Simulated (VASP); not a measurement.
# In3Se (Pm-3m) in VASP: further runs, part 2 of 2

VASP 6.6.1. The steps go on from the part before.

## (4) Single point, PBEsol

This run uses another cell than the first one, of 21.81 Å³/atom.

Input file INCAR:

```
PREC = Accurate
ENCUT = 520
EDIFF = 1E-6
ISMEAR = -1
SIGMA = 0.05
LREAL = False
LASPH = True
NELM = 80
ALGO = Normal
ISIF = 2
LWAVE = False
LCHARG = False
GGA = PS
NBANDS = 30
```

Input file KPOINTS:

```
regular mesh
0
Gamma
  6 6 6
```

Input file POSCAR:

```
In3Se
1.0
    4.4348539033      0.0000000000      0.0000000000
    0.0000000000      4.4348539033      0.0000000000
    0.0000000000      0.0000000000      4.4348539033
In Se
3 1
Direct
    0.5000000000      0.5000000000      0.0000000000
    0.5000000000      0.0000000000      0.5000000000
    0.0000000000      0.5000000000      0.5000000000
    0.0000000000      0.0000000000      0.0000000000
```

On the command line:

```sh
cat potpaw_PBE.64/In_d/POTCAR potpaw_PBE.64/Se/POTCAR > POTCAR
mpirun -np 1 vasp_std > vasp.out
```

It took 33 s on 1 thread of Intel Xeon Platinum 8488C (Sapphire Rapids), shared host; peak memory 0.21 GiB.

It converged, with:

```yaml
Free_energy: -12.8464 eV
Pressure: 10.0 GPa
Band_gap_on_the_k_mesh: zero (an odd number of electrons rules out a gap without spin polarisation)
```

Levels at points of the mesh, in eV from the Fermi level:
```
           k point  band 19  band 20  band 21  band 22  band 23  band 24  band 25  band 26  band 27  band 28
(0.00, 0.00, 0.00)    -4.39    -4.39    -1.90    -1.90     1.25     1.25     1.25     4.71     4.71     4.71
(0.50, 0.00, 0.00)    -3.24    -3.24    -1.26    -0.89    -0.53    -0.53     0.95     4.49     4.49     4.84
(0.50, 0.50, 0.00)    -6.71    -2.53    -1.26    -0.35    -0.35     1.63     1.63     1.93     2.10     5.79
(0.50, 0.50, 0.50)    -5.59    -4.59    -4.59    -4.59    -4.25     3.82     3.82     3.82     9.62     9.74
```

Caveat: the cell stands under pressure; the PAW data sets were made with another functional, which shifts forces and pressure a little; spin-orbit coupling is left out, which moves the levels of the heavy elements.

## (5) Single point, PBEsol

This run uses another cell than the first one, of 23.27 Å³/atom.

Input file INCAR:

```
ALGO = Normal
EDIFF = 1E-7
ENCUT = 520
GGA = PS
ISIF = 2
ISMEAR = -1
LASPH = True
LCHARG = False
LREAL = False
LWAVE = False
NBANDS = 30
NELM = 60
PREC = Accurate
SIGMA = 0.05
```

Input file KPOINTS:

```
k-points
0
Gamma
  6 6 6
```

Input file POSCAR:

```
In3Se
1.0
    4.5318004425      0.0000000000      0.0000000000
    0.0000000000      4.5318004425      0.0000000000
    0.0000000000      0.0000000000      4.5318004425
In Se
3 1
Direct
    0.5000000000      0.5000000000      0.0000000000
    0.5000000000      0.0000000000      0.5000000000
    0.0000000000      0.5000000000      0.5000000000
    0.0000000000      0.0000000000      0.0000000000
```

Potentials or basis: VASP PAW PBE potentials, release 64 (In_d, Se).

On the command line:

```sh
cat potpaw_PBE.64/In_d/POTCAR potpaw_PBE.64/Se/POTCAR > POTCAR
mpirun -np 1 vasp_std > vasp.out
```

OUTCAR:

```text
EDIFF = 1E-7
   ENCUT = 520
   GGA = PS
   ISIF = 2
   ISMEAR = -1
   LASPH = True
   LREAL = False
   NELM = 60
   PREC = Accurate

 ion  position               nearest neighbor table
   1  0.500  0.500  0.000-   2 3.20   3 3.20   4 3.20   2 3.20   3 3.20   2 3.20   4 3.20   2 3.20
                             3 3.20   4 3.20   3 3.20   4 3.20
   2  0.500  0.000  0.500-   1 3.20   3 3.20   4 3.20   1 3.20   4 3.20   1 3.20   3 3.20   1 3.20
                             3 3.20   4 3.20   4 3.20   3 3.20
   3  0.000  0.500  0.500-   1 3.20   2 3.20   4 3.20   1 3.20   4 3.20   2 3.20   4 3.20   4 3.20
[... 857 lines left out ...]
  --------------------------------------------------------------------------------------
  -------------------------------------------------------------------------------------
  Total        2.8883864      2.8883864      2.8883864     -0.0000000      0.0000000     -0.0000000
  in kB       49.7225675     49.7225675     49.7225675     -0.0000000      0.0000000     -0.0000000
  external PRESSURE =      49.7225675 kB  Pullay stress =       0.0000000 kB

 VOLUME and BASIS-vectors are now :
 -----------------------------------------------------------------------------
  energy-cutoff  :      520.00
  volume of cell :       93.07
      direct lattice vectors                 reciprocal lattice vectors
     4.531800442  0.000000000  0.000000000     0.220662850  0.000000000  0.000000000
     0.000000000  4.531800442  0.000000000     0.000000000  0.220662850  0.000000000
     0.000000000  0.000000000  4.531800442     0.000000000  0.000000000  0.220662850

 POSITION                                       TOTAL-FORCE (eV/Angst)
 -----------------------------------------------------------------------------------
      2.26590      2.26590      0.00000         0.000000      0.000000      0.000000
      2.26590      0.00000      2.26590         0.000000      0.000000      0.000000
      0.00000      2.26590      2.26590         0.000000      0.000000      0.000000
      0.00000      0.00000      0.00000         0.000000      0.000000      0.000000
 -----------------------------------------------------------------------------------
    total drift:                                0.000000      0.000000      0.000000

  FREE ENERGIE OF THE ION-ELECTRON SYSTEM (eV)
  ---------------------------------------------------
  free  energy   TOTEN  =       -13.1173757533 eV

  energy  without entropy=      -13.1078637228  energy(sigma->0) =      -13.11261974
```

OSZICAR:

```text
N       E                     dE             d eps       ncg     rms          rms(c)
DAV:   1     0.417249393508E+03    0.41725E+03   -0.21640E+04  1200   0.199E+03
DAV:   2     0.314912756110E+02   -0.38576E+03   -0.37720E+03  1200   0.466E+02
DAV:   3    -0.113422309443E+02   -0.42834E+02   -0.41215E+02  1500   0.167E+02
DAV:   4    -0.132841140094E+02   -0.19419E+01   -0.19354E+01  1380   0.374E+01
DAV:   5    -0.133630529108E+02   -0.78939E-01   -0.78935E-01  1758   0.645E+00    0.549E+00
DAV:   6    -0.131376988011E+02    0.22535E+00   -0.57190E-01  1564   0.100E+01    0.324E+00
DAV:   7    -0.131216971503E+02    0.16002E-01   -0.12413E-01  1650   0.279E+00    0.923E-01
DAV:   8    -0.131179315696E+02    0.37656E-02   -0.11046E-02  1702   0.812E-01    0.300E-01
DAV:   9    -0.131173795533E+02    0.55202E-03   -0.17282E-03  1760   0.315E-01    0.128E-01
DAV:  10    -0.131173772609E+02    0.22924E-05   -0.19528E-04  1784   0.162E-01    0.582E-02
DAV:  11    -0.131173780851E+02   -0.82416E-06   -0.39112E-05  1900   0.516E-02    0.133E-02
DAV:  12    -0.131173757179E+02    0.23671E-05   -0.73909E-06  1666   0.371E-02    0.558E-03
DAV:  13    -0.131173755948E+02    0.12315E-06   -0.48649E-07  1276   0.364E-03    0.587E-03
DAV:  14    -0.131173757723E+02   -0.17751E-06   -0.89717E-08   882   0.289E-03    0.848E-04
DAV:  15    -0.131173757533E+02    0.19033E-07   -0.10043E-07  1008   0.167E-03
   1 F= -.13117376E+02 E0= -.13112620E+02  d E =-.951203E-02
```

Wall time 42 s (1 thread of Intel Xeon Platinum 8488C (Sapphire Rapids), shared host); peak memory 0.22 GiB.

Results:

```
Free energy            : -13.1174 eV
Pressure               : 5.0 GPa
Band gap on the k mesh : zero (an odd number of electrons rules out a gap without spin polarisation)
```

Levels at points of the mesh, in eV from the Fermi level:
```tsv
k point	band 21	band 22	band 23	band 24	band 25	band 26
(0.00, 0.00, 0.00)	-1.98	-1.98	1.22	1.22	1.22	4.57
(0.50, 0.00, 0.00)	-1.19	-1.11	-0.40	-0.40	1.08	4.28
(0.50, 0.50, 0.00)	-1.15	-0.45	-0.45	1.68	1.68	1.79
(0.50, 0.50, 0.50)	-4.51	-4.51	-3.93	3.59	3.59	3.59
```

Caveat: the cell stands under pressure; the PAW data sets were made with another functional, which shifts forces and pressure a little; spin-orbit coupling is left out, which moves the levels of the heavy elements.

## (6) Single point, PBEsol

This run uses another cell than the first one, of 25.48 Å³/atom.

Input file INCAR:

```
PREC = Accurate
ENCUT = 520
EDIFF = 1E-6
ISMEAR = -1
SIGMA = 0.05
LREAL = False
LASPH = True
NELM = 60
ALGO = Normal
ISIF = 2
LWAVE = False
LCHARG = True
GGA = PS
LELF = True
LVHAR = True
NBANDS = 30
```

Input file KPOINTS:

```
Automatic mesh
0
Gamma
  6 6 6
```

Input file POSCAR:

```
In3Se
1.0
    4.6711972613      0.0000000000      0.0000000000
    0.0000000000      4.6711972613      0.0000000000
    0.0000000000      0.0000000000      4.6711972613
In Se
3 1
Direct
    0.5000000000      0.5000000000      0.0000000000
    0.5000000000      0.0000000000      0.5000000000
    0.0000000000      0.5000000000      0.5000000000
    0.0000000000      0.0000000000      0.0000000000
```

Potentials or basis: VASP PAW PBE potentials, release 64 (In_d, Se).

On the command line:

```sh
cat potpaw_PBE.64/In_d/POTCAR potpaw_PBE.64/Se/POTCAR > POTCAR
mpirun -np 1 vasp_std > vasp.out
```

It took 36 s on 1 thread of Intel Xeon Platinum 8488C (Sapphire Rapids), shared host; peak memory 0.22 GiB.

The run converged. Its results:

* Free energy: -13.2462 eV
* Pressure: 0.0 GPa
* Band gap on the k mesh: zero (an odd number of electrons rules out a gap without spin polarisation)

Levels at points of the mesh, in eV from the Fermi level:
| k point | band 19 | band 20 | band 21 | band 22 | band 23 | band 24 | band 25 | band 26 | band 27 | band 28 |
| --- | --- | --- | --- | --- | --- | --- | --- | --- | --- | --- |
| (0.00, 0.00, 0.00) | -3.65 | -3.65 | -2.14 | -2.14 | 1.14 | 1.14 | 1.14 | 4.33 | 4.33 | 4.33 |
| (0.50, 0.00, 0.00) | -2.73 | -2.73 | -1.46 | -1.14 | -0.27 | -0.27 | 1.21 | 3.96 | 3.96 | 4.02 |
| (0.50, 0.50, 0.00) | -6.05 | -2.17 | -1.04 | -0.62 | -0.62 | 1.53 | 1.69 | 1.69 | 1.91 | 5.04 |
| (0.50, 0.50, 0.50) | -4.65 | -4.46 | -4.46 | -4.46 | -3.57 | 3.24 | 3.24 | 3.24 | 8.40 | 8.53 |

Caveat: the PAW data sets were made with another functional, which shifts forces and pressure a little; spin-orbit coupling is left out, which moves the levels of the heavy elements.

## (7) Summary

```tsv
cell	gap on the mesh (eV)	pressure (GPa)
a = 4.202 Å, 4 atoms	none	30.1
a = 4.299 Å, 4 atoms	none	20.0
a = 4.435 Å, 4 atoms	none	10.0
a = 4.532 Å, 4 atoms	none	5.0
a = 4.671 Å, 4 atoms	none	0.0
```

Alike in all rows: task single point; level PBEsol; potentials or basis VASP PAW PBE potentials, release 64 (In_d, Se); no spin polarisation; k mesh 6 × 6 × 6; cutoff (eV) 520; smearing fermi-dirac 0.05 eV.

Caveats: the PAW data sets were made with another functional, which shifts forces and pressure a little; spin-orbit coupling is left out, which moves the levels of the heavy elements; the cell stands under pressure (at least some runs).

Absolute energies hang on the potentials; compare differences alone.
